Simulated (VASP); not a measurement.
GaSb:

```
CELL_PARAMETERS angstrom
-2.71622 2.71622 1.56921
2.71622 -2.71622 1.56921
2.71622 2.71622 -1.56921
ATOMIC_POSITIONS crystal
Sb 0.00000 0.00000 0.00000
Ga 0.75000 0.25000 0.50000
```

Base run:

* Program: VASP 6.6.1
* Functional: r2SCAN
* Potentials or basis: VASP PAW PBE potentials, release 64 (Sb, Ga_d)
* Cutoff: 520 eV
* k mesh: 10 × 10 × 10
* Occupations: fermi-dirac, width 0.05 eV
* Spin: no spin polarisation

Its results: band gap on the k mesh zero (bands 9 and 10 overlap by 4.84 eV); pressure 0.9 GPa.

**Question.** The run is repeated on the same cell with these changes: functional from r2SCAN to PBEsol; further incar settings from ALGO = Normal; EDIFF = 1e-06; NBANDS = 16 to ALGO = Normal; EDIFF = 1e-07; NBANDS = 16. What comes out?

**Answer.** Band gap on the k mesh zero (bands 9 and 10 overlap by 4.66 eV); pressure -0.6 GPa.

Caveats: the PAW data sets were made with another functional, which shifts forces and pressure a little; spin-orbit coupling is left out, which moves the levels of the heavy elements.
